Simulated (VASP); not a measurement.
Write the native input for VASP 6.6.1 that does the following.

| Item | Value |
| --- | --- |
| Task | single point |
| Functional | PBE |
| Potentials or basis | VASP PAW PBE potentials, release 64 (V_sv, O) |
| Cutoff | 520 eV |
| k mesh | 9 × 9 × 1 |
| Occupations | gaussian, width 0.1 eV |
| Spin | no spin polarisation |
| Dipole correction | yes |
| Further INCAR settings | ALGO = Normal; EDIFF = 1e-06; NBANDS = 37 |

The structure of V4O lies in POSCAR:

```
V4O
1.0
    2.9971751491      0.0000000000      0.0000000000
    0.0000000000      2.9971751491      0.0000000000
    0.0000000000      0.0000000000     21.3333819395
V O
4 1
Direct
    0.5000000000      0.5000000000      0.1874995728
    0.0000000000      0.0000000000      0.2577457053
    0.5000000000      0.5000000000      0.3267158760
    0.0000000000      0.0000000000      0.3906263884
    0.0000000000      0.0000000000      0.5757822165
```

One way to write it, as run:

INCAR

```
SYSTEM = V4O
PREC     = Accurate       ! precision mode
ENCUT    = 520            ! plane-wave cutoff, eV
EDIFF    = 1E-6           ! SCF threshold, eV
ISMEAR   = 0              ! smearing method
SIGMA    = 0.1            ! smearing width, eV
LREAL    = .FALSE.        ! projectors in reciprocal space
LASPH    = .TRUE.         ! aspherical terms in the spheres
NELM     = 80             ! most SCF steps
ALGO     = Normal         ! electronic algorithm
ISIF     = 2              ! what is computed and relaxed
LWAVE    = .FALSE.        ! write WAVECAR
LCHARG   = .FALSE.        ! write CHGCAR
LDIPOL   = .TRUE.       
IDIPOL   = 3            
DIPOL    = 0.5 0.5 0.348
GGA      = PE             ! functional
NBANDS   = 37             ! bands
```

KPOINTS

```
regular mesh
0
G
  9 9 1
  0 0 0
```

Potentials or basis: VASP PAW PBE potentials, release 64 (V_sv, O).

Command:

```console
$ cat potpaw_PBE.64/V_sv/POTCAR potpaw_PBE.64/O/POTCAR > POTCAR
$ mpirun -np 1 vasp_std > vasp.out
```

Results of the run:

```json
{
 "Largest force": "0.578 eV/Å",
 "Band gap on the k mesh": "zero (band 29 reaches -1.11 eV, above the bottom of band 30 at -1.39 eV)"
}
```

Caveat: the run has no spin polarisation, though such a crystal can be magnetic.

It took 2.1 min on 1 thread of Intel(R) Xeon(R) 6975P-C (Granite Rapids), on a shared host, peak memory 0.32 GiB.
